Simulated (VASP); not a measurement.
# BAs (F-43m) in VASP: a series of runs

BAs is run at these levels: PBE; tasks: single point, relaxation of cell and atoms.

Program: VASP 6.6.1. These are calculated values, not measurements. Logs are shortened: lines on timing, memory, paths and dates and some standing lists are left out, and cuts for length are marked.

## Step 1: The cell of the first run

The structure is cubic, space group F-43m (No. 216). Conventional cell: a = 4.809 Å, b = 4.809 Å, c = 4.809 Å, α = 90.00°, β = 90.00°, γ = 90.00°. Within 2.8 Å of B (site symmetry -43m) lie 4 As at 2.08 Å. Within 2.8 Å of As (site symmetry -43m) lie 4 B at 2.08 Å.

## Step 2: Single point, PBE

File INCAR:

```
SYSTEM = BAs
PREC = Accurate ; ENCUT = 500
EDIFF = 1E-6 ; ISMEAR = 0
SIGMA = 0.01 ; LREAL = .FALSE.
LASPH = .TRUE. ; NELM = 120
ALGO = Normal ; ISIF = 2
LWAVE = .FALSE. ; LCHARG = .FALSE.
GGA = PE ; NBANDS = 11
GGA_COMPAT = .FALSE.
```

File KPOINTS:

```
Automatic mesh
0
G
  8 8 8
  0 0 0
```

File POSCAR:

```
BAs
1.0
    0.0000000000      2.4044796900      2.4044796900
    2.4044796900      0.0000000000      2.4044796900
    2.4044796900      2.4044796900      0.0000000000
B As
1 1
Direct
    0.0000000000      0.0000000000      0.0000000000
    0.2500000000      0.2500000000      0.2500000000
```

Potentials or basis: VASP PAW PBE potentials, release 64 (B, As).

The run is started by

```console
$ cat potpaw_PBE.64/B/POTCAR potpaw_PBE.64/As/POTCAR > POTCAR
$ mpirun -np 1 vasp_std > vasp.out
```

OUTCAR:

```text
SYSTEM = BAs
   PREC = Accurate
   ENCUT = 500
   EDIFF = 1E-6
   ISMEAR = 0
   LREAL = .FALSE.
   LASPH = .TRUE.
   NELM = 120
   ISIF = 2
   GGA = PE

 ion  position               nearest neighbor table
   1  0.000  0.000  0.000-   2 2.08   2 2.08   2 2.08   2 2.08
   2  0.250  0.250  0.250-   1 2.08   1 2.08   1 2.08   1 2.08

  LATTYP: Found a face centered cubic cell.
 ALAT       =     4.8089593800

  Lattice vectors:

 A1 = (   0.0000000000,   2.4044796900,   2.4044796900)
 A2 = (   2.4044796900,   0.0000000000,   2.4044796900)
 A3 = (   2.4044796900,   2.4044796900,   0.0000000000)

Analysis of symmetry for initial positions (statically):
=====================================================================
 Subroutine PRICEL returns:
 Original cell was already a primitive cell.

 Routine SETGRP: Setting up the symmetry group for a
 face centered cubic supercell.

 Subroutine GETGRP returns: Found 24 space group operations
 (whereof 24 operations were pure point group operations)
 out of a pool of 48 trial point group operations.

The static configuration has the point symmetry T_d .

Analysis of symmetry for dynamics (positions and initial velocities):
=====================================================================
 Subroutine PRICEL returns:
 Original cell was already a primitive cell.

 Routine SETGRP: Setting up the symmetry group for a
 face centered cubic supercell.

 Subroutine GETGRP returns: Found 24 space group operations
 (whereof 24 operations were pure point group operations)
 out of a pool of 48 trial point group operations.

The dynamic configuration has the point symmetry T_d .

 Subroutine INISYM returns: Found 24 space group operations
 (whereof 24 operations are pure point group operations),
 and found     1 'primitive' translations

----------------------------------------------------------------------------------------

                                     Primitive cell

  volume of cell :      27.8031

  direct lattice vectors                    reciprocal lattice vectors
     0.000000000  2.404479690  2.404479690    -0.207945196  0.207945196  0.207945196
     2.404479690  0.000000000  2.404479690     0.207945196 -0.207945196  0.207945196
     2.404479690  2.404479690  0.000000000     0.207945196  0.207945196 -0.207945196

  length of vectors
     3.400447788  3.400447788  3.400447788     0.360171644  0.360171644  0.360171644

  position of ions in fractional coordinates (direct lattice)
     0.000000000  0.000000000  0.000000000
     0.250000000  0.250000000  0.250000000

  ion indices of the primitive-cell ions
   primitive index   ion index
                 1           1
                 2           2

----------------------------------------------------------------------------------------

 KPOINTS: Automatic mesh

Automatic generation of k-mesh.
 Grid dimensions read from file:
 generate k-points for:    8    8    8

 Generating k-lattice:

  Cartesian coordinates                     Fractional coordinates (reciprocal lattice)
    -0.025993149  0.025993149  0.025993149     0.125000000  0.000000000  0.000000000
     0.025993149 -0.025993149  0.025993149     0.000000000  0.125000000  0.000000000
     0.025993149  0.025993149 -0.025993149     0.000000000  0.000000000  0.125000000

  Length of vectors
     0.045021456  0.045021456  0.045021456

  Shift w.r.t. Gamma in fractional coordinates (k-lattice)
     0.000000000  0.000000000  0.000000000

 Subroutine IBZKPT returns following result:
 ===========================================

 Found     29 irreducible k-points:

 Following reciprocal coordinates:
            Coordinates               Weight
  0.000000  0.000000  0.000000      1.000000
  0.125000  0.000000  0.000000      8.000000
  0.250000  0.000000  0.000000      8.000000
  0.375000  0.000000  0.000000      8.000000
  0.500000  0.000000  0.000000      4.000000
  0.125000  0.125000  0.000000      6.000000
[... 16 lines left out ...]
  0.500000  0.250000  0.125000     48.000000
 -0.375000  0.250000  0.125000     24.000000
 [... further k-points ...]
   k-points           NKPTS =     29   k-points in BZ     NKDIM =     29   number of bands    NBANDS=     11
   number of dos      NEDOS =    301   number of ions     NIONS =      2
   total plane-waves  NPLWV =  21952
   dimension x,y,z NGX =    28 NGY =   28 NGZ =   28
   dimension x,y,z NGXF=    56 NGYF=   56 NGZF=   56
   ions per type =               1   1
   NGX,Y,Z   is equivalent  to a cutoff of  13.69, 13.69, 13.69 a.u.
   NGXF,Y,Z  is equivalent  to a cutoff of  27.38, 27.38, 27.38 a.u.
 SYSTEM =  BAs
   PREC   = accura    normal or accurate (medium, high low for compatibility)
   ISTART =      0    job   : 0-new  1-cont  2-samecut
   ICHARG =      2    charge: 1-file 2-atom 10-const
   ISPIN  =      1    spin polarized calculation?
   LNONCOLLINEAR =      F non collinear calculations
   LSORBIT =      F    spin-orbit coupling
   LASPH  =      T    aspherical Exc in radial PAW
   ENCUT  =  500.0 eV  36.75 Ry    6.06 a.u.   6.20  6.20  6.20*2*pi/ulx,y,z
   NELM   =    120;   NELMIN=  2; NELMDL= -5     # of ELM steps
   EDIFF  = 0.1E-05   stopping-criterion for ELM
   LREAL  =      F    real-space projection
   EDIFFG = 0.1E-04   stopping-criterion for IOM
   NSW    =      0    number of steps for IOM
   IBRION =     -1    ionic relax: 0-MD 1-quasi-New 2-CG
   NFREE  =      0    steps in history (QN), initial steepest desc. (CG)
   ISIF   =      2    stress and relaxation
   ISYM   =      2    0-nonsym 1-usesym 2-fastsym
   POTIM  = 0.5000    time-step for ionic-motion
   TEBEG  =    0.0;   TEEND  =   0.0 temperature during run
   PSTRESS=    0.0 pullay stress
   NELECT =       8.0000    total number of electrons
   NUPDOWN=      -1.0000    fix difference up-down
   EMIN   =  10.00;   EMAX   =-10.00  energy-range for DOS
   EFERMI =   0.00;   METHOD = LEGACY
   ISMEAR =     0;   SIGMA  =   0.01  broadening in eV -4-tet -1-fermi 0-gaus
   EFERMI_NEDOS =   21; number of points for ismear=-14 and -15
   IALGO  =     38    algorithm
   IMIX   =      4    mixing-type and parameters
     AMIX     =   0.40;   BMIX     =  1.00
     AMIX_MAG =   1.60;   BMIX_MAG =  1.00
  volume/ion in A,a.u.               =      13.90        93.81
  Fermi-wavevector in a.u.,A,eV,Ry     =   1.080788  2.042393 15.892992  1.168102
  Thomas-Fermi vector in A             =   2.216788
   LORBIT       =      0    0 simple, 1 ext, 2 COOP (PROOUT), +10 PAW based schemes
   GGA     = PE    functional components
   LHFCALC =     F    Hartree Fock is set to
   AEXX    =    0.0000 exact exchange contribution
   IVDW    =     0    specifies the selected vdW correction
   LEPSILON=     F    determine dielectric tensor
   LRPA    =     F    only Hartree local field effects (RPA)
 non-spin polarized calculation
 Gauss-broadening in eV      SIGMA  =   0.01
  energy-cutoff  :      500.00
  volume of cell :       27.80
 maximum number of plane-waves:       725
 NGX is ok and might be reduce to    28
   NGX = 13   NGY = 13   NGZ = 13

 number of electron       8.0000000 magnetization

 Free energy of the ion-electron system (eV)
  ---------------------------------------------------
  ext. energy  EPLUGINS =         0.00000000
  ---------------------------------------------------
  free energy    TOTEN  =       -11.41096306 eV

  energy without entropy =      -11.41096306  energy(sigma->0) =      -11.41096306

 E-fermi :   6.0479     XC(G=0): -10.4973

 val. band max:        5.9082986321   @ k =   0.0000   0.0000   0.0000
 cond. band min:       7.1163234554   @ k =   0.3750   0.3750   0.0000
 fundamental gap:      1.2080248233
 Fermi energy:         6.0478978037

 k-point     1 :       0.0000    0.0000    0.0000
  band No.  band energies     occupation
      1      -9.3122      2.00000
      2       5.9083      2.00000
      3       5.9083      2.00000
      4       5.9083      2.00000
      5       9.1596      0.00000
      6       9.1596      0.00000
      7       9.1596      0.00000
      8      10.3421      0.00000
      9      15.3948      0.00000
     10      18.7778      0.00000
     11      18.7778      0.00000

 k-point     2 :       0.1250    0.0000    0.0000
  band No.  band energies     occupation
      1      -9.0609      2.00000
      2       3.9617      2.00000
      3       5.4798      2.00000
      4       5.4798      2.00000
      5       9.2223      0.00000
      6       9.7246      0.00000
      7       9.7246      0.00000
      8      11.6752      0.00000
      9      16.3234      0.00000
     10      17.4719      0.00000
     11      17.4719      0.00000

 k-point     3 :       0.2500    0.0000    0.0000
  band No.  band energies     occupation
      1      -8.3302      2.00000
      2       1.0318      2.00000
      3       4.7823      2.00000
      4       4.7823      2.00000
      5       8.8690      0.00000
      6      10.5158      0.00000
      7      10.5158      0.00000
      8      13.6647      0.00000
      9      17.0850      0.00000
     10      17.0850      0.00000
     11      17.0984      0.00000

 k-point     4 :       0.3750    0.0000    0.0000
  band No.  band energies     occupation
      1      -7.2498      2.00000
      2      -1.5006      2.00000
      3       4.2911      2.00000
      4       4.2911      2.00000
      5       8.5838      0.00000
      6      10.7071      0.00000
      7      10.7071      0.00000
      8      14.6694      0.00000
      9      17.5847      0.00000
     10      18.4987      0.00000
     11      18.4987      0.00000

 k-point     5 :       0.5000    0.0000    0.0000
  band No.  band energies     occupation
      1      -6.5128      2.00000
      2      -2.7358      2.00000
      3       4.1208      2.00000
      4       4.1208      2.00000
      5       8.4842      0.00000
      6      10.6651      0.00000
      7      10.6651      0.00000
      8      14.7327      0.00000
      9      18.4782      0.00000
     10      20.3318      0.00000
     11      20.3318      0.00000
[... 211 lines left out ...]
 k-point    21 :       0.5000    0.5000    0.0000
  band No.  band energies     occupation
      1      -5.2269      2.00000
      2      -2.5115      2.00000
      3       1.9109      2.00000
      4       1.9109      2.00000
      5       7.3602      0.00000
      6       7.3676      0.00000
      7      17.0845      0.00000
      8      17.0845      0.00000
      9      18.5950      0.00000
     10      22.8597      0.00000
     11      23.5466      0.00000

 k-point    22 :       0.3750    0.2500    0.1250
  band No.  band energies     occupation
      1      -7.6913      2.00000
      2       0.7530      2.00000
      3       2.2691      2.00000
      4       3.9236      2.00000
      5       9.1138      0.00000
      6      11.0104      0.00000
      7      11.8275      0.00000
      8      12.9920      0.00000
      9      16.5295      0.00000
     10      19.1171      0.00000
     11      19.9239      0.00000

 k-point    23 :       0.5000    0.2500    0.1250
  band No.  band energies     occupation
      1      -6.6497      2.00000
      2      -1.1659      2.00000
      3       1.5488      2.00000
      4       3.2276      2.00000
      5       9.7227      0.00000
      6      10.9043      0.00000
      7      12.3602      0.00000
      8      13.8724      0.00000
      9      17.2133      0.00000
     10      19.1071      0.00000
     11      21.2303      0.00000

 k-point    24 :      -0.3750    0.2500    0.1250
  band No.  band energies     occupation
      1      -5.9521      2.00000
      2      -2.2573      2.00000
      3       1.4228      2.00000
      4       2.9011      2.00000
      5       9.8363      0.00000
      6      10.6180      0.00000
      7      13.2578      0.00000
      8      14.8112      0.00000
      9      16.1800      0.00000
     10      19.9633      0.00000
     11      21.0085      0.00000

 [... further k-points ...]
[... 5 lines left out ...]
  --------------------------------------------------------------------------------------
  -------------------------------------------------------------------------------------
  Total        0.1081502      0.1081502      0.1081502     -0.0000000      0.0000000     -0.0000000
  in kB        6.2322459      6.2322459      6.2322459     -0.0000000      0.0000000     -0.0000000
  external PRESSURE =       6.2322459 kB  Pullay stress =       0.0000000 kB

 VOLUME and BASIS-vectors are now :
 -----------------------------------------------------------------------------
  energy-cutoff  :      500.00
  volume of cell :       27.80
      direct lattice vectors                 reciprocal lattice vectors
     0.000000000  2.404479690  2.404479690    -0.207945196  0.207945196  0.207945196
     2.404479690  0.000000000  2.404479690     0.207945196 -0.207945196  0.207945196
     2.404479690  2.404479690  0.000000000     0.207945196  0.207945196 -0.207945196

 POSITION                                       TOTAL-FORCE (eV/Angst)
 -----------------------------------------------------------------------------------
      0.00000      0.00000      0.00000        -0.000000     -0.000000     -0.000000
      1.20224      1.20224      1.20224         0.000000      0.000000      0.000000
 -----------------------------------------------------------------------------------
    total drift:                               -0.000000     -0.000000     -0.000000

  FREE ENERGIE OF THE ION-ELECTRON SYSTEM (eV)
  ---------------------------------------------------
  free  energy   TOTEN  =       -11.4109630609 eV

  energy  without entropy=      -11.4109630609  energy(sigma->0) =      -11.41096306
```

It took 5.6 s on 1 thread of Intel Xeon Platinum 8559C (Emerald Rapids), shared host; peak memory 0.15 GiB.

Results:

- Free energy: -11.4110 eV
- Pressure: 0.6 GPa
- Band gap on the k mesh: 1.21 eV, indirect (least direct gap 3.25 eV)

A k mesh can miss the band edges.

## Step 3: Relaxation of cell and atoms, PBE

This run uses another cell than the first one, of 13.63 Å³/atom, 0.980 times its volume.

File INCAR:

```
PREC = Accurate
ENCUT = 500
EDIFF = 1E-7
ISMEAR = 0
SIGMA = 0.01
LREAL = False
LASPH = True
NELM = 120
ALGO = Normal
ISIF = 3
LWAVE = False
LCHARG = False
GGA = PE
IBRION = 2
NSW = 80
EDIFFG = -0.03
GGA_COMPAT = False
NELMIN = 4
```

File KPOINTS:

```
Automatic mesh
0
Gamma
  8 8 8
```

File POSCAR:

```
BAs
1.0
    0.0000000000      2.3885000000      2.3885000000
    2.3885000000      0.0000000000      2.3885000000
    2.3885000000      2.3885000000      0.0000000000
B As
1 1
Direct
    0.0000000000      0.0000000000      0.0000000000
    0.2500000000      0.2500000000      0.2500000000
```

Potentials or basis: VASP PAW PBE potentials, release 64 (B, As).

The run is started by

```console
$ cat potpaw_PBE.64/B/POTCAR potpaw_PBE.64/As/POTCAR > POTCAR
$ mpirun -np 1 vasp_std > vasp.out
```

OUTCAR:

```text
PREC = Accurate
   ENCUT = 500
   EDIFF = 1E-7
   ISMEAR = 0
   LREAL = False
   LASPH = True
   NELM = 120
   ISIF = 3
   GGA = PE
   IBRION = 2
   NSW = 80
   EDIFFG = -0.03
   NELMIN = 4

 ion  position               nearest neighbor table
   1  0.000  0.000  0.000-   2 2.07   2 2.07   2 2.07   2 2.07
   2  0.250  0.250  0.250-   1 2.07   1 2.07   1 2.07   1 2.07

  LATTYP: Found a face centered cubic cell.
 ALAT       =     4.7770000000

  Lattice vectors:

 A1 = (   0.0000000000,   2.3885000000,   2.3885000000)
 A2 = (   2.3885000000,   0.0000000000,   2.3885000000)
 A3 = (   2.3885000000,   2.3885000000,   0.0000000000)

Analysis of symmetry for initial positions (statically):
=====================================================================
 Subroutine PRICEL returns:
 Original cell was already a primitive cell.

 Routine SETGRP: Setting up the symmetry group for a
 face centered cubic supercell.

 Subroutine GETGRP returns: Found 24 space group operations
 (whereof 24 operations were pure point group operations)
 out of a pool of 48 trial point group operations.

The static configuration has the point symmetry T_d .
[... 171 lines left out ...]
  Total        0.5843903      0.5843903      0.5843903     -0.0000000      0.0000000     -0.0000000
  in kB       34.3564170     34.3564170     34.3564170     -0.0000000      0.0000000     -0.0000000
  external PRESSURE =      34.3564170 kB  Pullay stress =       0.0000000 kB
[... 59 lines left out ...]
--------------------------------------- Ionic step        3  -------------------------------------------

 number of electron       8.0000000 magnetization

 Free energy of the ion-electron system (eV)
  ---------------------------------------------------
  ext. energy  EPLUGINS =         0.00000000
  ---------------------------------------------------
  free energy    TOTEN  =       -11.41108610 eV

  energy without entropy =      -11.41108610  energy(sigma->0) =      -11.41108610

 E-fermi :   5.9685     XC(G=0): -10.4770

 val. band max:        5.8575483579   @ k =   0.0000   0.0000   0.0000
 cond. band min:       7.0701083333   @ k =   0.3750   0.3750   0.0000
 fundamental gap:      1.2125599754
 Fermi energy:         5.9685405338

 k-point     1 :       0.0000    0.0000    0.0000
  band No.  band energies     occupation
      1      -9.3211      2.00000
      2       5.8575      2.00000
      3       5.8575      2.00000
      4       5.8575      2.00000
      5       9.1030      0.00000
      6       9.1030      0.00000
      7       9.1030      0.00000
      8      10.2326      0.00000
[... 243 lines left out ...]
 k-point    24 :      -0.3750    0.2500    0.1250
  band No.  band energies     occupation
      1      -5.9809      2.00000
      2      -2.2791      2.00000
      3       1.3896      2.00000
      4       2.8658      2.00000
      5       9.7758      0.00000
      6      10.5558      0.00000
      7      13.1819      0.00000
      8      14.7318      0.00000

 [... further k-points ...]

------------------------ aborting loop because EDIFF is reached ----------------------------------------

  FORCE on cell =-STRESS in cart. coord.  units (eV):
  Direction    XX          YY          ZZ          XY          YZ          ZX
  --------------------------------------------------------------------------------------
  -------------------------------------------------------------------------------------
  Total        0.0012805      0.0012805      0.0012805     -0.0000000     -0.0000000     -0.0000000
  in kB        0.0734421      0.0734421      0.0734421     -0.0000000     -0.0000000     -0.0000000
  external PRESSURE =       0.0734421 kB  Pullay stress =       0.0000000 kB
[... 17 lines left out ...]
  FREE ENERGIE OF THE ION-ELECTRON SYSTEM (eV)
  ---------------------------------------------------
  free  energy   TOTEN  =       -11.4110860983 eV

  energy  without entropy=      -11.4110860983  energy(sigma->0) =      -11.41108610

 reached required accuracy - stopping structural energy minimisation
```

Wall time 12 s (1 thread of Intel Xeon Platinum 8559C (Emerald Rapids), shared host); peak memory 0.15 GiB.

Results:

- Free energy: -11.4111 eV
- Relaxed volume: 13.97 Å³/atom
- Relaxed cell: a = 3.406 Å, b = 3.406 Å, c = 3.406 Å, α = 60.00°, β = 60.00°, γ = 60.00°
- Space group after relaxing (to 0.05 Å): F-43m (No. 216)
- Energy gained by relaxing: 3.6 meV/atom
- Ionic steps: 3
- Pressure after relaxing: 0.0 GPa
- Band gap on the k mesh: 1.21 eV, indirect (least direct gap 3.25 eV)

The path:
```csv
step,energy change (eV),largest force (eV/Å),pressure (GPa),volume (Å³)
1,0.0000,0.0000,3.44,27.25
2,-0.0037,0.0000,-2.20,28.42
3,-0.0071,0.0000,0.01,27.93
```

Final structure:
```xyz
2
Lattice="0.0000 2.4082 2.4082 2.4082 0.0000 2.4082 2.4082 2.4082 0.0000" Properties=species:S:1:pos:R:3 pbc="T T T"
B     0.0000    0.0000    0.0000
As    1.2041    1.2041    1.2041
```

A k mesh can miss the band edges. PBE usually gives volumes a little too large and moduli too small.
